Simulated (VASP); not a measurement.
Input of a VASP 6.6.1 run:

Contents of INCAR:

```
ALGO = Normal
EDIFF = 1E-6
ENCUT = 520
GGA = PS
ISIF = 2
ISMEAR = -1
LASPH = True
LCHARG = False
LREAL = False
LWAVE = False
NBANDS = 11
NELM = 60
PREC = Accurate
SIGMA = 0.1
```

Contents of KPOINTS:

```
k-points
0
Gamma
  6 6 6
```

File POSCAR:

```
Sr
1.0
    0.0000000000      3.7187610000      3.7187610000
    3.7187610000      0.0000000000      3.7187610000
    3.7187610000      3.7187610000      0.0000000000
Sr
1
Direct
    0.0000000000      0.0000000000      0.0000000000
```

Potentials or basis: VASP PAW PBE potentials, release 64 (Sr_sv).

Launch:

```console
$ cat potpaw_PBE.64/Sr_sv/POTCAR > POTCAR
$ mpirun -np 1 vasp_std > vasp.out
```

Problem. What does it give for the pressure?

Solution. -2.4 GPa.

Problem. What does it give for the band gap on the k mesh?

Solution. Zero (band 5 reaches -0.07 eV, above the bottom of band 6 at -0.32 eV).

Caveat: the PAW data sets were made with another functional, which shifts forces and pressure a little.
